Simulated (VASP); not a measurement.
# ZnS (P3m1) in VASP: electric field gradients with PBE

Aim: the electric field gradients of ZnS with PBE.

Everything below comes from runs of VASP 6.6.1. Logs are shortened: lines on timing, memory, paths and dates and some standing lists are left out, and cuts for length are marked.

## Step 1: The cell of the first run

Symmetry: P3m1, No. 156, trigonal system. Conventional cell: a = 3.805 Å, b = 3.805 Å, c = 24.916 Å, α = 90.00°, β = 90.00°, γ = 120.00°. Within 3.1 Å of Zn (site symmetry 3m) lie 4 S at 2.33 Å. Zn (site symmetry 3m) has 4 S at 2.33 Å within 3.1 Å. Within 3.1 Å of Zn (site symmetry 3m) lie 4 S at 2.33 Å. Within 3.1 Å of Zn (site symmetry 3m) lie 4 S at 2.33 Å. Within 3.1 Å of Zn (site symmetry 3m) lie 4 S at 2.33 Å. Within 3.1 Å of Zn (site symmetry 3m) lie 4 S at 2.33 Å. Zn (site symmetry 3m) has 4 S at 2.33 Å within 3.1 Å. Zn (site symmetry 3m) has 4 S at 2.33 Å within 3.1 Å.

## Step 2: Electric field gradients, PBE

Contents of INCAR:

```
SYSTEM = ZnS
PREC = Accurate
ENCUT = 520
EDIFF = 1E-8
ISMEAR = -1
SIGMA = 0.02
LREAL = Auto
LASPH = .TRUE.
NELM = 100
ALGO = Fast
ISIF = 2
LWAVE = .FALSE.
LCHARG = .FALSE.
GGA = PE
LEFG = .TRUE.
NBANDS = 86
```

Contents of KPOINTS:

```
regular mesh
0
G
  8 8 2
  0 0 0
```

Contents of POSCAR:

```
ZnS
1.0
    3.8050880673      0.0000000000      0.0000000000
   -1.9025440336      3.2953029299      0.0000000000
    0.0000000000      0.0000000000     24.9159345000
Zn S
8 8
Direct
    0.3333333333      0.6666666667      0.1251184100
    0.0000000000      0.0000000000      0.0001589700
    0.6666666667      0.3333333333      0.6250474700
    0.6666666667      0.3333333333      0.8751387000
    0.0000000000      0.0000000000      0.7500222700
    0.3333333333      0.6666666667      0.5000781600
    0.0000000000      0.0000000000      0.3750879400
    0.6666666667      0.3333333333      0.2501284900
    0.6666666667      0.3333333333      0.3437219900
    0.6666666667      0.3333333333      0.7185811600
    0.3333333333      0.6666666667      0.2187340500
    0.0000000000      0.0000000000      0.8436723900
    0.6666666667      0.3333333333      0.9688127500
    0.0000000000      0.0000000000      0.0937260600
    0.3333333333      0.6666666667      0.5936859800
    0.0000000000      0.0000000000      0.4686862100
```

Potentials or basis: VASP PAW PBE potentials, release 64 (Zn, S).

Command:

```sh
> cat potpaw_PBE.64/Zn/POTCAR potpaw_PBE.64/S/POTCAR > POTCAR
> mpirun -np 1 vasp_std > vasp.out
```

OUTCAR:

```text
SYSTEM = ZnS
   PREC = Accurate
   ENCUT = 520
   EDIFF = 1E-8
   ISMEAR = -1
   LREAL = Auto
   LASPH = .TRUE.
   NELM = 100
   ISIF = 2
   GGA = PE

 ion  position               nearest neighbor table
   1  0.333  0.667  0.125-  14 2.33  14 2.33  14 2.33  11 2.33
   2  0.000  0.000  0.000-  14 2.33  13 2.33  13 2.33  13 2.33
   3  0.667  0.333  0.625-  10 2.33  15 2.33  15 2.33  15 2.33
   4  0.667  0.333  0.875-  12 2.33  12 2.33  12 2.33  13 2.33
   5  0.000  0.000  0.750-  10 2.33  10 2.33  10 2.33  12 2.33
   6  0.333  0.667  0.500-  16 2.33  16 2.33  16 2.33  15 2.33
[... 8 lines left out ...]
  15  0.333  0.667  0.594-   3 2.33   3 2.33   3 2.33   6 2.33
  16  0.000  0.000  0.469-   6 2.33   6 2.33   6 2.33   7 2.33

  LATTYP: Found a hexagonal cell.
 ALAT       =     3.8050880673
 C/A-ratio  =     6.5480572484

  Lattice vectors:

 A1 = (   3.8050880673,   0.0000000000,   0.0000000000)
 A2 = (  -1.9025440336,   3.2953029299,   0.0000000000)
 A3 = (   0.0000000000,   0.0000000000,  24.9159345000)

Analysis of symmetry for initial positions (statically):
=====================================================================
 Subroutine PRICEL returns:
 Original cell was already a primitive cell.

 Routine SETGRP: Setting up the symmetry group for a
 hexagonal supercell.

 Subroutine GETGRP returns: Found  6 space group operations
 (whereof  6 operations were pure point group operations)
 out of a pool of 24 trial point group operations.

The static configuration has the point symmetry C_3v.

Analysis of symmetry for dynamics (positions and initial velocities):
=====================================================================
 Subroutine PRICEL returns:
 Original cell was already a primitive cell.

 Routine SETGRP: Setting up the symmetry group for a
 hexagonal supercell.

 Subroutine GETGRP returns: Found  6 space group operations
 (whereof  6 operations were pure point group operations)
 out of a pool of 24 trial point group operations.

The dynamic configuration has the point symmetry C_3v.

 Subroutine INISYM returns: Found  6 space group operations
 (whereof  6 operations are pure point group operations),
 and found     1 'primitive' translations

----------------------------------------------------------------------------------------

                                     Primitive cell

  volume of cell :     312.4189

  direct lattice vectors                    reciprocal lattice vectors
     3.805088067  0.000000000  0.000000000     0.262806007  0.151731119  0.000000000
    -1.902544034  3.295302930  0.000000000     0.000000000  0.303462237  0.000000000
     0.000000000  0.000000000 24.915934500     0.000000000  0.000000000  0.040134959

  length of vectors
     3.805088067  3.805088067 24.915934500     0.303462237  0.303462237  0.040134959

  position of ions in fractional coordinates (direct lattice)
     0.333333333  0.666666667  0.125118410
     0.000000000  0.000000000  0.000158970
     0.666666667  0.333333333  0.625047470
     0.666666667  0.333333333  0.875138700
     0.000000000  0.000000000  0.750022270
     0.333333333  0.666666667  0.500078160
[... 8 lines left out ...]
     0.333333333  0.666666667  0.593685980
     0.000000000  0.000000000  0.468686210

  ion indices of the primitive-cell ions
   primitive index   ion index
                 1           1
                 2           2
                 3           3
                 4           4
                 5           5
                 6           6
[... 8 lines left out ...]
                15          15
[... 65 lines left out ...]
   LASPH  =      T    aspherical Exc in radial PAW
   ENCUT  =  520.0 eV  38.22 Ry    6.18 a.u.   7.07  7.07 46.33*2*pi/ulx,y,z
   NELM   =    100;   NELMIN=  2; NELMDL= -5     # of ELM steps
   EDIFF  = 0.1E-07   stopping-criterion for ELM
   LREAL  =      T    real-space projection
   EDIFFG = 0.1E-06   stopping-criterion for IOM
   NSW    =      0    number of steps for IOM
   IBRION =     -1    ionic relax: 0-MD 1-quasi-New 2-CG
   NFREE  =      0    steps in history (QN), initial steepest desc. (CG)
   ISIF   =      2    stress and relaxation
   ISYM   =      2    0-nonsym 1-usesym 2-fastsym
   POTIM  = 0.5000    time-step for ionic-motion
   TEBEG  =    0.0;   TEEND  =   0.0 temperature during run
   PSTRESS=    0.0 pullay stress
   NELECT =     144.0000    total number of electrons
   NUPDOWN=      -1.0000    fix difference up-down
   EMIN   =  10.00;   EMAX   =-10.00  energy-range for DOS
   EFERMI =   0.00;   METHOD = LEGACY
   ISMEAR =    -1;   SIGMA  =   0.02  broadening in eV -4-tet -1-fermi 0-gaus
   EFERMI_NEDOS =   21; number of points for ismear=-14 and -15
   IALGO  =     68    algorithm
   IMIX   =      4    mixing-type and parameters
     AMIX     =   0.40;   BMIX     =  1.00
     AMIX_MAG =   1.60;   BMIX_MAG =  1.00
  volume/ion in A,a.u.               =      19.53       131.77
  Fermi-wavevector in a.u.,A,eV,Ry     =   1.264591  2.389730 21.758289  1.599189
  Thomas-Fermi vector in A             =   2.397888
   LORBIT       =      0    0 simple, 1 ext, 2 COOP (PROOUT), +10 PAW based schemes
   GGA     = PE    functional components
   LHFCALC =     F    Hartree Fock is set to
   AEXX    =    0.0000 exact exchange contribution
   IVDW    =     0    specifies the selected vdW correction
   LEPSILON=     F    determine dielectric tensor
   LRPA    =     F    only Hartree local field effects (RPA)
 non-spin polarized calculation
 RMM-DIIS sequential band-by-band and
  energy-cutoff  :      520.00
  volume of cell :      312.42
 maximum number of plane-waves:      8463
   NGX = 15   NGY = 15   NGZ = 93

 number of electron     143.9999939 magnetization

 Free energy of the ion-electron system (eV)
  ---------------------------------------------------
  ext. energy  EPLUGINS =         0.00000000
  ---------------------------------------------------
  free energy    TOTEN  =       -54.72721054 eV

  energy without entropy =      -54.72721054  energy(sigma->0) =      -54.72721054

 E-fermi :   2.6237     XC(G=0):  -9.6767

 val. band max:        2.2105514837   @ k =   0.0000   0.0000   0.0000
 cond. band min:       4.3828040876   @ k =   0.0000   0.0000   0.0000
 fundamental gap:      2.1722526039
 Fermi energy:         2.6236940009

 k-point     1 :       0.0000    0.0000    0.0000
  band No.  band energies     occupation
      1     -11.0120      2.00000
      2     -10.8948      2.00000
      3     -10.8906      2.00000
      4     -10.5822      2.00000
      5     -10.5819      2.00000
      6     -10.2313      2.00000
[... 1729 lines left out ...]
     83       8.2051      0.00000
     84       8.2590      0.00000
 [bands above 84 left out]

------------------------ aborting loop because EDIFF is reached ----------------------------------------

  FORCE on cell =-STRESS in cart. coord.  units (eV):
  Direction    XX          YY          ZZ          XY          YZ          ZX
  --------------------------------------------------------------------------------------
  -------------------------------------------------------------------------------------
  Total        5.0544931      5.0544931      4.9240138      0.0000000      0.0000000      0.0000000
  in kB       25.9209520     25.9209520     25.2518156      0.0000000      0.0000000      0.0000000
  external PRESSURE =      25.6979066 kB  Pullay stress =       0.0000000 kB

 VOLUME and BASIS-vectors are now :
 -----------------------------------------------------------------------------
  energy-cutoff  :      520.00
  volume of cell :      312.42
      direct lattice vectors                 reciprocal lattice vectors
     3.805088067  0.000000000  0.000000000     0.262806007  0.151731119  0.000000000
    -1.902544034  3.295302930  0.000000000     0.000000000  0.303462237  0.000000000
     0.000000000  0.000000000 24.915934500     0.000000000  0.000000000  0.040134959

 POSITION                                       TOTAL-FORCE (eV/Angst)
 -----------------------------------------------------------------------------------
     -0.00000      2.19687      3.11744        -0.000000      0.000000     -0.004929
      0.00000      0.00000      0.00396         0.000000      0.000000      0.004086
      1.90254      1.09843     15.57364        -0.000000      0.000000     -0.013714
      1.90254      1.09843     21.80490        -0.000000     -0.000000      0.001025
      0.00000      0.00000     18.68751         0.000000      0.000000     -0.008982
     -0.00000      2.19687     12.45991        -0.000000      0.000000     -0.005848
[... 8 lines left out ...]
     -0.00000      2.19687     14.79224         0.000000      0.000000      0.002042
      0.00000      0.00000     11.67775         0.000000      0.000000      0.007325
 -----------------------------------------------------------------------------------
    total drift:                               -0.000000     -0.000007      0.003459

  FREE ENERGIE OF THE ION-ELECTRON SYSTEM (eV)
  ---------------------------------------------------
  free  energy   TOTEN  =       -54.7272105423 eV

  energy  without entropy=      -54.7272105422  energy(sigma->0) =      -54.72721054

 Electric field gradients (V/A^2)
---------------------------------------------------------------------
 ion       V_xx      V_yy      V_zz      V_xy      V_xz      V_yz
---------------------------------------------------------------------
   1      -0.037    -0.030     0.067     0.006     0.000    -0.000
   2      -0.227    -0.227     0.454     0.001     0.000    -0.000
   3       0.054     0.060    -0.114     0.006     0.000    -0.000
   4       0.239     0.246    -0.485     0.006    -0.000     0.000
   5       0.434     0.435    -0.869     0.000     0.000    -0.000
   6      -0.011    -0.005     0.016     0.006     0.000    -0.000
[... 8 lines left out ...]
  15      -0.433    -0.433     0.867    -0.000     0.000    -0.000
  16      -0.451    -0.451     0.902     0.001     0.000    -0.000
---------------------------------------------------------------------

 Electric field gradients after diagonalization (V/A^2)
 (convention: |V_zz| > |V_xx| > |V_yy|)
----------------------------------------------------------------------
 ion       V_xx      V_yy      V_zz     asymmetry (V_yy - V_xx)/ V_zz
----------------------------------------------------------------------
   1      -0.040    -0.027     0.067       0.194
   2      -0.228    -0.226     0.454       0.003
   3       0.064     0.051    -0.114       0.114
   4       0.249     0.236    -0.485       0.027
   5       0.435     0.434    -0.869       0.001
   6      -0.014    -0.001     0.016       0.813
[... 8 lines left out ...]
  15      -0.434    -0.433     0.867       0.001
  16      -0.452    -0.450     0.902       0.001
----------------------------------------------------------------------

           NMR quadrupolar parameters

 Cq : quadrupolar parameter    Cq=e*Q*V_zz/h
 eta: asymmetry parameters     (V_yy - V_xx)/ V_zz
 Q  : nuclear electric quadrupole moment in mb (millibarn)
----------------------------------------------------------------------
 ion       Cq(MHz)       eta       Q (mb)
----------------------------------------------------------------------
   1       0.000       0.194       1.000
   2       0.001       0.003       1.000
   3      -0.000       0.114       1.000
   4      -0.001       0.027       1.000
   5      -0.002       0.001       1.000
   6       0.000       0.813       1.000
[... 8 lines left out ...]
  15       0.002       0.001       1.000
  16       0.002       0.001       1.000
----------------------------------------------------------------------
```

Run time: 13 min. Hardware: 1 thread of Intel Xeon 6975P-C (Granite Rapids), shared host; peak memory 0.58 GiB.

What came out:

- Free energy: -54.7272 eV
- Pressure: 2.6 GPa
- Largest force: 0.014 eV/Å
- Band gap on the k mesh: 2.17 eV
- Largest electric field gradient by atom: Zn +0.1, +0.5, -0.1, -0.5, -0.9, +0.0, -0.0 (each value once); S +0.8, +1.2, +0.9, +2.9, +2.4 (each value once) V/Å²

Forces on the atoms (eV/Å):
```
Zn   0.000  0.000 -0.005
Zn   0.000  0.000  0.004
Zn   0.000  0.000 -0.014
Zn   0.000  0.000  0.001
Zn   0.000  0.000 -0.009
Zn   0.000  0.000 -0.006
Zn   0.000  0.000 -0.004
Zn   0.000  0.000 -0.009
S    0.000  0.000  0.005
S    0.000  0.000 -0.001
S    0.000  0.000  0.004
S    0.000  0.000  0.006
S    0.000  0.000  0.008
S    0.000  0.000  0.009
S    0.000  0.000  0.002
S    0.000  0.000  0.007
```

Electric field gradients, principal values (V/Å²):
```
atom   least  middle  greatest (by size)
1 Zn  -0.027  -0.040               0.067
2 Zn  -0.226  -0.228               0.454
3 Zn   0.051   0.064              -0.114
4 Zn   0.236   0.249              -0.485
5 Zn   0.434   0.435              -0.869
6 Zn  -0.001  -0.014               0.016
7 Zn  -0.022  -0.023               0.045
8 Zn   0.013   0.026              -0.039
 9 S  -0.423  -0.424               0.846
10 S  -0.621  -0.622               1.242
11 S  -0.471  -0.472               0.944
12 S  -1.439  -1.440               2.880
13 S  -1.189  -1.190               2.379
14 S  -0.465  -0.466               0.931
15 S  -0.433  -0.434               0.867
16 S  -0.450  -0.452               0.902
```

Caveat: without QUAD_EFG the Cq values of the log hold for a quadrupole moment of 1 mb, not for the nuclei.
